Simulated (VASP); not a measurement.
# PbSe (R3m) in VASP: notebook, part 2 of 2

VASP 6.6.1. The steps go on from the part before.

**4. Single point, PBE**

The input, INCAR:

```
SYSTEM = PbSe
ALGO = Normal
EDIFF = 1E-7
ENCUT = 520
GGA = PE
ISIF = 2
ISMEAR = 0
LASPH = .TRUE.
LCHARG = .FALSE.
LREAL = .FALSE.
LWAVE = .FALSE.
NBANDS = 17
NELM = 80
PREC = Accurate
SIGMA = 0.03
```

The input, KPOINTS:

```
k-points
0
G
  10 10 10
  0 0 0
```

The input, POSCAR:

```
PbSe
1.0
    0.0000000000      3.0621500000      3.0621500000
    3.0621500000      0.0000000000      3.0621500000
    3.0621500000      3.0621500000      0.0000000000
Pb Se
1 1
Direct
    0.0035352016      0.0035352016      0.0035352016
    0.5000000000      0.5000000000      0.5000000000
```

Potentials or basis: VASP PAW PBE potentials, release 64 (Pb_d, Se).

Launch:

```console
$ cat potpaw_PBE.64/Pb_d/POTCAR potpaw_PBE.64/Se/POTCAR > POTCAR
$ mpirun -np 1 vasp_std > vasp.out
```

OUTCAR:

```text
SYSTEM = PbSe
   EDIFF = 1E-7
   ENCUT = 520
   GGA = PE
   ISIF = 2
   ISMEAR = 0
   LASPH = .TRUE.
   LREAL = .FALSE.
   NELM = 80
   PREC = Accurate

 ion  position               nearest neighbor table
   1  0.004  0.004  0.004-   2 3.04   2 3.04   2 3.04   2 3.08   2 3.08   2 3.08
   2  0.500  0.500  0.500-   1 3.04   1 3.04   1 3.04   1 3.08   1 3.08   1 3.08

  LATTYP: Found a face centered cubic cell.
 ALAT       =     6.1243000000

  Lattice vectors:

 A1 = (   0.0000000000,   3.0621500000,   3.0621500000)
 A2 = (   3.0621500000,   0.0000000000,   3.0621500000)
 A3 = (   3.0621500000,   3.0621500000,   0.0000000000)

Analysis of symmetry for initial positions (statically):
=====================================================================
 Subroutine PRICEL returns:
 Original cell was already a primitive cell.

 Routine SETGRP: Setting up the symmetry group for a
 face centered cubic supercell.

 Subroutine GETGRP returns: Found  6 space group operations
 (whereof  6 operations were pure point group operations)
 out of a pool of 48 trial point group operations.

The static configuration has the point symmetry C_3v.

Analysis of symmetry for dynamics (positions and initial velocities):
=====================================================================
 Subroutine PRICEL returns:
 Original cell was already a primitive cell.

 Routine SETGRP: Setting up the symmetry group for a
 face centered cubic supercell.

 Subroutine GETGRP returns: Found  6 space group operations
 (whereof  6 operations were pure point group operations)
 out of a pool of 48 trial point group operations.

The dynamic configuration has the point symmetry C_3v.

 Subroutine INISYM returns: Found  6 space group operations
 (whereof  6 operations are pure point group operations),
 and found     1 'primitive' translations

----------------------------------------------------------------------------------------

                                     Primitive cell

  volume of cell :      57.4261

  direct lattice vectors                    reciprocal lattice vectors
     0.000000000  3.062150000  3.062150000    -0.163283967  0.163283967  0.163283967
     3.062150000  0.000000000  3.062150000     0.163283967 -0.163283967  0.163283967
     3.062150000  3.062150000  0.000000000     0.163283967  0.163283967 -0.163283967

  length of vectors
     4.330534060  4.330534060  4.330534060     0.282816127  0.282816127  0.282816127

  position of ions in fractional coordinates (direct lattice)
     0.003535202  0.003535202  0.003535202
     0.500000000  0.500000000  0.500000000

  ion indices of the primitive-cell ions
   primitive index   ion index
                 1           1
                 2           2

----------------------------------------------------------------------------------------

 KPOINTS: k-points

Automatic generation of k-mesh.
 Grid dimensions read from file:
 generate k-points for:   10   10   10

 Generating k-lattice:

  Cartesian coordinates                     Fractional coordinates (reciprocal lattice)
    -0.016328397  0.016328397  0.016328397     0.100000000  0.000000000  0.000000000
     0.016328397 -0.016328397  0.016328397     0.000000000  0.100000000  0.000000000
     0.016328397  0.016328397 -0.016328397     0.000000000  0.000000000  0.100000000

  Length of vectors
     0.028281613  0.028281613  0.028281613

  Shift w.r.t. Gamma in fractional coordinates (k-lattice)
     0.000000000  0.000000000  0.000000000

 Subroutine IBZKPT returns following result:
 ===========================================

 Found    116 irreducible k-points:

 Following reciprocal coordinates:
            Coordinates               Weight
  0.000000  0.000000  0.000000      1.000000
  0.100000  0.000000  0.000000      6.000000
  0.100000  0.100000  0.100000      2.000000
  0.200000  0.000000  0.000000      6.000000
  0.200000  0.200000  0.200000      2.000000
  0.300000  0.000000  0.000000      6.000000
[... 16 lines left out ...]
  0.100000  0.100000 -0.400000      6.000000
  0.500000  0.400000  0.500000      6.000000
 [... further k-points ...]
   k-points           NKPTS =    116   k-points in BZ     NKDIM =    116   number of bands    NBANDS=     17
   number of dos      NEDOS =    301   number of ions     NIONS =      2
   total plane-waves  NPLWV =  32768
   dimension x,y,z NGX =    32 NGY =   32 NGZ =   32
   dimension x,y,z NGXF=    64 NGYF=   64 NGZF=   64
   ions per type =               1   1
   NGX,Y,Z   is equivalent  to a cutoff of  12.28, 12.28, 12.28 a.u.
   NGXF,Y,Z  is equivalent  to a cutoff of  24.57, 24.57, 24.57 a.u.
 SYSTEM =  PbSe
   PREC   = accura    normal or accurate (medium, high low for compatibility)
   ISTART =      0    job   : 0-new  1-cont  2-samecut
   ICHARG =      2    charge: 1-file 2-atom 10-const
   ISPIN  =      1    spin polarized calculation?
   LNONCOLLINEAR =      F non collinear calculations
   LSORBIT =      F    spin-orbit coupling
   LASPH  =      T    aspherical Exc in radial PAW
   ENCUT  =  520.0 eV  38.22 Ry    6.18 a.u.   8.05  8.05  8.05*2*pi/ulx,y,z
   NELM   =     80;   NELMIN=  2; NELMDL= -5     # of ELM steps
   EDIFF  = 0.1E-06   stopping-criterion for ELM
   LREAL  =      F    real-space projection
   EDIFFG = 0.1E-05   stopping-criterion for IOM
   NSW    =      0    number of steps for IOM
   IBRION =     -1    ionic relax: 0-MD 1-quasi-New 2-CG
   NFREE  =      0    steps in history (QN), initial steepest desc. (CG)
   ISIF   =      2    stress and relaxation
   ISYM   =      2    0-nonsym 1-usesym 2-fastsym
   POTIM  = 0.5000    time-step for ionic-motion
   TEBEG  =    0.0;   TEEND  =   0.0 temperature during run
   PSTRESS=    0.0 pullay stress
   NELECT =      20.0000    total number of electrons
   NUPDOWN=      -1.0000    fix difference up-down
   EMIN   =  10.00;   EMAX   =-10.00  energy-range for DOS
   EFERMI =   0.00;   METHOD = LEGACY
   ISMEAR =     0;   SIGMA  =   0.03  broadening in eV -4-tet -1-fermi 0-gaus
   EFERMI_NEDOS =   21; number of points for ismear=-14 and -15
   IALGO  =     38    algorithm
   IMIX   =      4    mixing-type and parameters
     AMIX     =   0.40;   BMIX     =  1.00
     AMIX_MAG =   1.60;   BMIX_MAG =  1.00
  volume/ion in A,a.u.               =      28.71       193.77
  Fermi-wavevector in a.u.,A,eV,Ry     =   1.151812  2.176610 18.050462  1.326672
  Thomas-Fermi vector in A             =   2.288467
   LORBIT       =      0    0 simple, 1 ext, 2 COOP (PROOUT), +10 PAW based schemes
   GGA     = PE    functional components
   LHFCALC =     F    Hartree Fock is set to
   AEXX    =    0.0000 exact exchange contribution
   IVDW    =     0    specifies the selected vdW correction
   LEPSILON=     F    determine dielectric tensor
   LRPA    =     F    only Hartree local field effects (RPA)
 non-spin polarized calculation
 Gauss-broadening in eV      SIGMA  =   0.03
  energy-cutoff  :      520.00
  volume of cell :       57.43
 maximum number of plane-waves:      1572
   NGX = 17   NGY = 17   NGZ = 17

 number of electron      20.0000000 magnetization

 Free energy of the ion-electron system (eV)
  ---------------------------------------------------
  ext. energy  EPLUGINS =         0.00000000
  ---------------------------------------------------
  free energy    TOTEN  =        -8.17837986 eV

  energy without entropy =       -8.17837986  energy(sigma->0) =       -8.17837986

 E-fermi :   5.1908     XC(G=0):  -9.5228

 val. band max:        5.0473851840   @ k =   0.5000   0.0000   0.0000
 cond. band min:       5.3522730491   @ k =   0.5000   0.0000   0.0000
 fundamental gap:      0.3048878651
 Fermi energy:         5.1907732176

 k-point     1 :       0.0000    0.0000    0.0000
  band No.  band energies     occupation
      1     -11.7828      2.00000
      2     -11.7826      2.00000
      3     -11.7826      2.00000
      4     -11.7787      2.00000
      5     -11.7787      2.00000
      6      -8.5318      2.00000
[... 9 lines left out ...]
     16      11.5824      0.00000
     17      13.2298      0.00000

 k-point     2 :       0.1000    0.0000    0.0000
  band No.  band energies     occupation
      1     -11.7826      2.00000
      2     -11.7824      2.00000
      3     -11.7822      2.00000
      4     -11.7783      2.00000
      5     -11.7783      2.00000
      6      -8.4557      2.00000
[... 9 lines left out ...]
     16      11.8054      0.00000
     17      14.0201      0.00000
[... 421 lines left out ...]
 k-point    24 :       0.5000    0.4000    0.5000
  band No.  band energies     occupation
      1     -11.8117      2.00000
      2     -11.7991      2.00000
      3     -11.7781      2.00000
      4     -11.7541      2.00000
      5     -11.7486      2.00000
      6      -7.4388      2.00000
[... 9 lines left out ...]
     16      15.2902      0.00000
     17      15.4416      0.00000

 [... further k-points ...]
[... 5 lines left out ...]
  --------------------------------------------------------------------------------------
  -------------------------------------------------------------------------------------
  Total        0.8447231      0.8447231      0.8447231      0.0014868      0.0014868      0.0014868
  in kB       23.5676115     23.5676115     23.5676115      0.0414802      0.0414802      0.0414802
  external PRESSURE =      23.5676115 kB  Pullay stress =       0.0000000 kB

 VOLUME and BASIS-vectors are now :
 -----------------------------------------------------------------------------
  energy-cutoff  :      520.00
  volume of cell :       57.43
      direct lattice vectors                 reciprocal lattice vectors
     0.000000000  3.062150000  3.062150000    -0.163283967  0.163283967  0.163283967
     3.062150000  0.000000000  3.062150000     0.163283967 -0.163283967  0.163283967
     3.062150000  3.062150000  0.000000000     0.163283967  0.163283967 -0.163283967

 POSITION                                       TOTAL-FORCE (eV/Angst)
 -----------------------------------------------------------------------------------
      0.02165      0.02165      0.02165        -0.014091     -0.014091     -0.014091
      3.06215      3.06215      3.06215         0.014091      0.014091      0.014091
 -----------------------------------------------------------------------------------
    total drift:                                0.000033      0.000033      0.000033

  FREE ENERGIE OF THE ION-ELECTRON SYSTEM (eV)
  ---------------------------------------------------
  free  energy   TOTEN  =        -8.1783798554 eV

  energy  without entropy=       -8.1783798554  energy(sigma->0) =       -8.17837986
```

stdout:

```text
POSCAR found type information on POSCAR PbSe
 POSCAR found :  2 types and       2 ions
 scaLAPACK will be used
 LDA part: xc-table for (Slater+PW92), standard interpolation
 POSCAR, INCAR and KPOINTS ok, starting setup
 FFT: planning ... GRIDC
 FFT: planning ... GRID_SOFT
 FFT: planning ... GRID
 WAVECAR not read
 entering main loop
```

Run time: 97 s. Hardware: 1 thread of Intel Xeon 8259CL, shared host; peak memory 0.26 GiB.

What came out:

```yaml
Free_energy: -8.1784 eV
Pressure: 2.4 GPa
Largest_force: 0.024 eV/Å
Band_gap_on_the_k_mesh: 0.30 eV
```

Forces in eV/Å, atoms in the order of the input:
```
Pb  -0.014 -0.014 -0.014
Se   0.014  0.014  0.014
```

Caveat: spin-orbit coupling is left out, which moves the levels of the heavy elements. A k mesh can miss the band edges.

**5. The runs side by side**

```csv
cell,gap on the mesh (eV),pressure (GPa),largest force (eV/Å)
"as given, atomic positions A",0.33,2.4,0.05
"as given, atomic positions B",0.37,2.5,0.09
"as given, atomic positions C",0.30,2.4,0.02
```

Alike in all rows: task single point; level PBE; potentials or basis VASP PAW PBE potentials, release 64 (Pb_d, Se); no spin polarisation; k mesh 10 × 10 × 10; cutoff (eV) 520; smearing gaussian 0.03 eV.

Caveats: spin-orbit coupling is left out, which moves the levels of the heavy elements.

Absolute energies hang on the potentials; compare differences alone.
